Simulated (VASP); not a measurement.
# SnO (P4/nmm) in VASP: a series of runs

Runs on SnO. Level: LDA. Tasks: single point, relaxation of cell and atoms.

All numbers are computed with VASP 6.6.1; they aren't measurements. Logs are shortened: lines on timing, memory, paths and dates and some standing lists are left out, and cuts for length are marked.

### 1 The cell of the first run

Symmetry: P4/nmm, No. 129, tetragonal system. The conventional cell has a = 3.799 Å, b = 3.799 Å, c = 4.841 Å, α = 90.00°, β = 90.00°, γ = 90.00°. Sn (site symmetry 4mm) has 4 O at 2.22 Å within 2.9 Å. Within 2.9 Å of O (site symmetry -4m2) lie 4 Sn at 2.22 Å and 4 O at 2.69 Å.

### 2 Single point, LDA

INCAR

```
SYSTEM = SnO
ALGO     = Normal         ! electronic algorithm
EDIFF    = 1E-6           ! SCF threshold, eV
ENCUT    = 520            ! plane-wave cutoff, eV
GGA      = CA             ! functional
ISIF     = 2              ! what is computed and relaxed
ISMEAR   = 0              ! smearing method
LASPH    = .True.         ! aspherical terms in the spheres
LCHARG   = .False.        ! write CHGCAR
LREAL    = .False.        ! projectors in reciprocal space
LWAVE    = .False.        ! write WAVECAR
NBANDS   = 28             ! bands
NELM     = 60             ! most SCF steps
PREC     = Accurate       ! precision mode
SIGMA    = 0.1            ! smearing width, eV
```

KPOINTS

```
k-points
0
Gamma
  6 6 4
  0 0 0
```

POSCAR

```
SnO
1.0
    3.7986000000      0.0000000000      0.0000000000
    0.0000000000      3.7986000000      0.0000000000
    0.0000000000      0.0000000000      4.8408000000
Sn O
2 2
Direct
    0.5000000000      0.0000000000      0.2369000000
    0.0000000000      0.5000000000      0.7631000000
    0.0000000000      0.0000000000      0.0000000000
    0.5000000000      0.5000000000      0.0000000000
```

Potentials or basis: VASP PAW LDA potentials, release 64 (Sn_d, O).

Launch:

```
cat potpaw_LDA.64/Sn_d/POTCAR potpaw_LDA.64/O/POTCAR > POTCAR
mpirun -np 1 vasp_std > vasp.out
```

OUTCAR:

```text
SYSTEM = SnO
   EDIFF = 1E-6
   ENCUT = 520
   GGA = CA
   ISIF = 2
   ISMEAR = 0
   LASPH = .True.
   LREAL = .False.
   NELM = 60
   PREC = Accurate

 ion  position               nearest neighbor table
   1  0.500  0.000  0.237-   3 2.22   4 2.22   4 2.22   3 2.22   2 3.53   2 3.53   2 3.53   2 3.53
                             2 3.70   2 3.70   2 3.70   2 3.70
   2  0.000  0.500  0.763-   3 2.22   4 2.22   3 2.22   4 2.22   1 3.53   1 3.53   1 3.53   1 3.53
                             1 3.70   1 3.70   1 3.70   1 3.70
   3  0.000  0.000  0.000-   1 2.22   2 2.22   2 2.22   1 2.22
   4  0.500  0.500  0.000-   1 2.22   2 2.22   1 2.22   2 2.22

  LATTYP: Found a simple tetragonal cell.
 ALAT       =     3.7986000000
 C/A-ratio  =     1.2743642395

  Lattice vectors:

 A1 = (   3.7986000000,   0.0000000000,   0.0000000000)
 A2 = (   0.0000000000,   3.7986000000,   0.0000000000)
 A3 = (   0.0000000000,   0.0000000000,   4.8408000000)

Analysis of symmetry for initial positions (statically):
=====================================================================
 Subroutine PRICEL returns:
 Original cell was already a primitive cell.

 Routine SETGRP: Setting up the symmetry group for a
 simple tetragonal supercell.

 Subroutine GETGRP returns: Found 16 space group operations
 (whereof  8 operations were pure point group operations)
 out of a pool of 16 trial point group operations.

The static configuration has the point symmetry D_2d.
 The point group associated with its full space group is D_4h.

Analysis of symmetry for dynamics (positions and initial velocities):
=====================================================================
 Subroutine PRICEL returns:
 Original cell was already a primitive cell.

 Routine SETGRP: Setting up the symmetry group for a
 simple tetragonal supercell.

 Subroutine GETGRP returns: Found 16 space group operations
 (whereof  8 operations were pure point group operations)
 out of a pool of 16 trial point group operations.

The dynamic configuration has the point symmetry D_2d.
 The point group associated with its full space group is D_4h.

 Subroutine INISYM returns: Found 16 space group operations
 (whereof  8 operations are pure point group operations),
 and found     1 'primitive' translations

----------------------------------------------------------------------------------------

                                     Primitive cell

  volume of cell :      69.8497

  direct lattice vectors                    reciprocal lattice vectors
     3.798600000  0.000000000  0.000000000     0.263254883  0.000000000  0.000000000
     0.000000000  3.798600000  0.000000000     0.000000000  0.263254883  0.000000000
     0.000000000  0.000000000  4.840800000     0.000000000  0.000000000  0.206577425

  length of vectors
     3.798600000  3.798600000  4.840800000     0.263254883  0.263254883  0.206577425

  position of ions in fractional coordinates (direct lattice)
     0.500000000  0.000000000  0.236900000
     0.000000000  0.500000000  0.763100000
     0.000000000  0.000000000  0.000000000
     0.500000000  0.500000000  0.000000000

  ion indices of the primitive-cell ions
   primitive index   ion index
                 1           1
                 2           2
                 3           3
                 4           4

----------------------------------------------------------------------------------------

 KPOINTS: k-points

Automatic generation of k-mesh.
 Grid dimensions read from file:
 generate k-points for:    6    6    4

 Generating k-lattice:

  Cartesian coordinates                     Fractional coordinates (reciprocal lattice)
     0.043875814  0.000000000  0.000000000     0.166666667  0.000000000  0.000000000
     0.000000000  0.043875814  0.000000000     0.000000000  0.166666667  0.000000000
     0.000000000  0.000000000  0.051644356     0.000000000  0.000000000  0.250000000

  Length of vectors
     0.043875814  0.043875814  0.051644356

  Shift w.r.t. Gamma in fractional coordinates (k-lattice)
     0.000000000  0.000000000  0.000000000

 Subroutine IBZKPT returns following result:
 ===========================================

 Found     30 irreducible k-points:

 Following reciprocal coordinates:
            Coordinates               Weight
  0.000000  0.000000  0.000000      1.000000
  0.166667  0.000000  0.000000      4.000000
  0.333333  0.000000  0.000000      4.000000
  0.500000  0.000000  0.000000      2.000000
  0.166667  0.166667  0.000000      4.000000
  0.333333  0.166667  0.000000      8.000000
[... 16 lines left out ...]
  0.333333  0.000000  0.500000      4.000000
  0.500000  0.000000  0.500000      2.000000
 [... further k-points ...]
   k-points           NKPTS =     30   k-points in BZ     NKDIM =     30   number of bands    NBANDS=     28
   number of dos      NEDOS =    301   number of ions     NIONS =      4
   total plane-waves  NPLWV =  28224
   dimension x,y,z NGX =    28 NGY =   28 NGZ =   36
   dimension x,y,z NGXF=    56 NGYF=   56 NGZF=   72
   ions per type =               2   2
   NGX,Y,Z   is equivalent  to a cutoff of  12.25, 12.25, 12.36 a.u.
   NGXF,Y,Z  is equivalent  to a cutoff of  24.51, 24.51, 24.73 a.u.
 SYSTEM =  SnO
   PREC   = accura    normal or accurate (medium, high low for compatibility)
   ISTART =      0    job   : 0-new  1-cont  2-samecut
   ICHARG =      2    charge: 1-file 2-atom 10-const
   ISPIN  =      1    spin polarized calculation?
   LNONCOLLINEAR =      F non collinear calculations
   LSORBIT =      F    spin-orbit coupling
   LASPH  =      T    aspherical Exc in radial PAW
   ENCUT  =  520.0 eV  38.22 Ry    6.18 a.u.   7.06  7.06  9.00*2*pi/ulx,y,z
   NELM   =     60;   NELMIN=  2; NELMDL= -5     # of ELM steps
   EDIFF  = 0.1E-05   stopping-criterion for ELM
   LREAL  =      F    real-space projection
   EDIFFG = 0.1E-04   stopping-criterion for IOM
   NSW    =      0    number of steps for IOM
   IBRION =     -1    ionic relax: 0-MD 1-quasi-New 2-CG
   NFREE  =      0    steps in history (QN), initial steepest desc. (CG)
   ISIF   =      2    stress and relaxation
   ISYM   =      2    0-nonsym 1-usesym 2-fastsym
   POTIM  = 0.5000    time-step for ionic-motion
   TEBEG  =    0.0;   TEEND  =   0.0 temperature during run
   PSTRESS=    0.0 pullay stress
   NELECT =      40.0000    total number of electrons
   NUPDOWN=      -1.0000    fix difference up-down
   EMIN   =  10.00;   EMAX   =-10.00  energy-range for DOS
   EFERMI =   0.00;   METHOD = LEGACY
   ISMEAR =     0;   SIGMA  =   0.10  broadening in eV -4-tet -1-fermi 0-gaus
   EFERMI_NEDOS =   21; number of points for ismear=-14 and -15
   IALGO  =     38    algorithm
   IMIX   =      4    mixing-type and parameters
     AMIX     =   0.40;   BMIX     =  1.00
     AMIX_MAG =   1.60;   BMIX_MAG =  1.00
  volume/ion in A,a.u.               =      17.46       117.84
  Fermi-wavevector in a.u.,A,eV,Ry     =   1.359482  2.569048 25.146163  1.848191
  Thomas-Fermi vector in A             =   2.486226
   LORBIT       =      0    0 simple, 1 ext, 2 COOP (PROOUT), +10 PAW based schemes
   GGA     = CA    functional components
   LHFCALC =     F    Hartree Fock is set to
   AEXX    =    0.0000 exact exchange contribution
   IVDW    =     0    specifies the selected vdW correction
   LEPSILON=     F    determine dielectric tensor
   LRPA    =     F    only Hartree local field effects (RPA)
 non-spin polarized calculation
 Gauss-broadening in eV      SIGMA  =   0.10
  energy-cutoff  :      520.00
  volume of cell :       69.85
 maximum number of plane-waves:      1902
   NGX = 15   NGY = 15   NGZ = 19

 number of electron      39.9999994 magnetization

 Free energy of the ion-electron system (eV)
  ---------------------------------------------------
  ext. energy  EPLUGINS =         0.00000000
  ---------------------------------------------------
  free energy    TOTEN  =       -25.71135283 eV

  energy without entropy =      -25.71016817  energy(sigma->0) =      -25.71076050

 E-fermi :   6.9279     XC(G=0): -10.6773

 val. band max:        6.8598788588   @ k =   0.0000   0.0000   0.0000
 cond. band min:       6.9914647261   @ k =   0.5000   0.5000   0.0000
 fundamental gap:      0.1315858673
 Fermi energy:         6.9278855746

 k-point     1 :       0.0000    0.0000    0.0000
  band No.  band energies     occupation
      1     -14.9981      2.00000
      2     -14.5608      2.00000
      3     -14.5608      2.00000
      4     -14.5547      2.00000
      5     -14.5026      2.00000
      6     -14.5020      2.00000
[... 20 lines left out ...]
     27      13.6661      0.00000
     28      14.0792      0.00000

 k-point     2 :       0.1667    0.0000    0.0000
  band No.  band energies     occupation
      1     -14.9831      2.00000
      2     -14.5723      2.00000
      3     -14.5545      2.00000
      4     -14.5538      2.00000
      5     -14.5204      2.00000
      6     -14.5058      2.00000
[... 20 lines left out ...]
     27      13.9528      0.00000
     28      15.9374      0.00000

 k-point     3 :       0.3333    0.0000    0.0000
  band No.  band energies     occupation
      1     -14.9413      2.00000
      2     -14.7338      2.00000
      3     -14.5369      2.00000
      4     -14.5368      2.00000
      5     -14.5139      2.00000
      6     -14.5125      2.00000
[... 20 lines left out ...]
     27      14.4489      0.00000
     28      17.1323      0.00000

 k-point     4 :       0.5000    0.0000    0.0000
  band No.  band energies     occupation
      1     -14.8645      2.00000
      2     -14.8645      2.00000
      3     -14.5213      2.00000
      4     -14.5213      2.00000
      5     -14.5181      2.00000
      6     -14.5181      2.00000
[... 20 lines left out ...]
     27      15.3854      0.00000
     28      15.3854      0.00000

 k-point     5 :       0.1667    0.1667    0.0000
  band No.  band energies     occupation
      1     -14.9723      2.00000
      2     -14.6320      2.00000
      3     -14.5621      2.00000
      4     -14.5382      2.00000
      5     -14.5319      2.00000
      6     -14.5034      2.00000
[... 20 lines left out ...]
     27      15.2834      0.00000
     28      16.5550      0.00000

 k-point     6 :       0.3333    0.1667    0.0000
  band No.  band energies     occupation
      1     -14.9427      2.00000
      2     -14.7739      2.00000
      3     -14.5481      2.00000
      4     -14.5224      2.00000
      5     -14.5143      2.00000
      6     -14.5080      2.00000
[... 463 lines left out ...]
      5     -14.4858      2.00000
      6     -14.4770      2.00000
[... 20 lines left out ...]
     27      14.9634      0.00000
     28      15.0750      0.00000

 k-point    22 :       0.1667    0.0000    0.5000
  band No.  band energies     occupation
      1     -14.9711      2.00000
      2     -14.6010      2.00000
      3     -14.5374      2.00000
      4     -14.5372      2.00000
      5     -14.5255      2.00000
      6     -14.5086      2.00000
[... 20 lines left out ...]
     27      14.9786      0.00000
     28      16.1562      0.00000

 k-point    23 :       0.3333    0.0000    0.5000
  band No.  band energies     occupation
      1     -14.9426      2.00000
      2     -14.7616      2.00000
      3     -14.5511      2.00000
      4     -14.5369      2.00000
      5     -14.5181      2.00000
      6     -14.5170      2.00000
[... 20 lines left out ...]
     27      15.2623      0.00000
     28      16.9563      0.00000

 k-point    24 :       0.5000    0.0000    0.5000
  band No.  band energies     occupation
      1     -14.8810      2.00000
      2     -14.8810      2.00000
      3     -14.5527      2.00000
      4     -14.5527      2.00000
      5     -14.5111      2.00000
      6     -14.5111      2.00000
[... 20 lines left out ...]
     27      15.8189      0.00000
     28      15.8189      0.00000

 [... further k-points ...]

------------------------ aborting loop because EDIFF is reached ----------------------------------------

  FORCE on cell =-STRESS in cart. coord.  units (eV):
  Direction    XX          YY          ZZ          XY          YZ          ZX
  --------------------------------------------------------------------------------------
  -------------------------------------------------------------------------------------
  Total       -0.9053631     -0.9053631     -0.7621279      0.0000000      0.0000000      0.0000000
  in kB      -20.7667781    -20.7667781    -17.4813186      0.0000000      0.0000000      0.0000000
  external PRESSURE =     -19.6716249 kB  Pullay stress =       0.0000000 kB

 VOLUME and BASIS-vectors are now :
 -----------------------------------------------------------------------------
  energy-cutoff  :      520.00
  volume of cell :       69.85
      direct lattice vectors                 reciprocal lattice vectors
     3.798600000  0.000000000  0.000000000     0.263254883  0.000000000  0.000000000
     0.000000000  3.798600000  0.000000000     0.000000000  0.263254883  0.000000000
     0.000000000  0.000000000  4.840800000     0.000000000  0.000000000  0.206577425

 POSITION                                       TOTAL-FORCE (eV/Angst)
 -----------------------------------------------------------------------------------
      1.89930      0.00000      1.14679        -0.000000     -0.000000      0.008539
      0.00000      1.89930      3.69401         0.000000     -0.000000     -0.008539
      0.00000      0.00000      0.00000         0.000000      0.000000      0.000000
      1.89930      1.89930      0.00000        -0.000000     -0.000000      0.000000
 -----------------------------------------------------------------------------------
    total drift:                                0.000000      0.000000      0.000000

  FREE ENERGIE OF THE ION-ELECTRON SYSTEM (eV)
  ---------------------------------------------------
  free  energy   TOTEN  =       -25.7113528332 eV

  energy  without entropy=      -25.7101681674  energy(sigma->0) =      -25.71076050
```

It took 29 s on 1 thread of AMD EPYC 9R45 (Zen 5), shared host; peak memory 0.15 GiB.

Results:

* Free energy: -25.7114 eV
* Pressure: -2.0 GPa
* Largest force: 0.009 eV/Å
* Band gap on the k mesh: 0.13 eV (least direct gap 1.98 eV)

Forces on the atoms (eV/Å):
```
Sn   0.000  0.000  0.009
Sn   0.000  0.000 -0.009
O    0.000  0.000  0.000
O    0.000  0.000  0.000
```

Caveat: spin-orbit coupling is left out, which moves the levels of the heavy elements. A k mesh can miss the band edges.

### 3 Single point, LDA

This run uses another cell than the first one, of 16.55 Å³/atom.

INCAR

```
  PREC = Accurate
  ENCUT = 520
  EDIFF = 1E-6
  ISMEAR = 0
  SIGMA = 0.01
  LREAL = False
  LASPH = True
  NELM = 80
  ALGO = Normal
  ISIF = 2
  LWAVE = False
  LCHARG = True
  LELF = True
  LVHAR = True
  NBANDS = 28
```

KPOINTS

```
Automatic mesh
0
Gamma
  10 10 8
```

POSCAR

```
SnO
1.0
    3.7684145659      0.0000000000      0.0000000000
    0.0000000000      3.7684145659      0.0000000000
    0.0000000000      0.0000000000      4.6608438525
Sn O
2 2
Direct
    0.5000000000      0.0000000000      0.2454391878
    0.0000000000      0.5000000000      0.7545608122
    0.0000000000      0.0000000000      0.0000000000
    0.5000000000      0.5000000000      0.0000000000
```

Potentials or basis: VASP PAW LDA potentials, release 64 (Sn_d, O).

Launch:

```
cat potpaw_LDA.64/Sn_d/POTCAR potpaw_LDA.64/O/POTCAR > POTCAR
mpirun -np 1 vasp_std > vasp.out
```

Wall time 98 s (1 thread of AMD EPYC 9R45 (Zen 5), shared host); peak memory 0.23 GiB.

It converged, with:

| Quantity | Value |
| --- | --- |
| Free energy | -25.7311 eV |
| Pressure | 0.3 GPa |
| Largest force | 0.108 eV/Å |
| Band gap on the k mesh | zero (bands 20 and 21 overlap by 0.20 eV) |

Forces on the atoms (eV/Å):
```
Sn   0.000  0.000  0.108
Sn   0.000  0.000 -0.108
O    0.000  0.000  0.000
O    0.000  0.000  0.000
```

Levels at points of the mesh, in eV from the Fermi level:
| k point | band 16 | band 17 | band 18 | band 19 | band 20 | band 21 | band 22 | band 23 | band 24 | band 25 |
| --- | --- | --- | --- | --- | --- | --- | --- | --- | --- | --- |
| (0.00, 0.00, 0.00) | -6.61 | -3.66 | -3.36 | -3.36 | -0.03 | 2.25 | 4.51 | 4.51 | 4.60 | 5.82 |
| (0.50, 0.00, 0.00) | -5.26 | -5.12 | -5.12 | -2.93 | -2.93 | 3.34 | 3.34 | 5.84 | 5.84 | 6.19 |
| (0.50, 0.50, 0.00) | -5.39 | -2.67 | -2.67 | -1.96 | -1.96 | -0.21 | -0.21 | 4.42 | 4.42 | 7.61 |
| (0.00, 0.00, 0.50) | -3.75 | -3.38 | -3.38 | -2.82 | -2.31 | 1.51 | 2.63 | 2.63 | 3.54 | 8.06 |
| (0.50, 0.00, 0.50) | -5.80 | -5.06 | -5.06 | -1.82 | -1.82 | 2.73 | 2.73 | 5.25 | 5.25 | 6.82 |
| (0.50, 0.50, 0.50) | -5.98 | -2.94 | -2.94 | -2.67 | -2.67 | 2.24 | 2.24 | 4.31 | 4.31 | 5.66 |

Caveat: semilocal functionals underestimate gaps, so a narrow gap can read as zero; spin-orbit coupling is left out, which moves the levels of the heavy elements.

(Continued in part 2 of 3.)
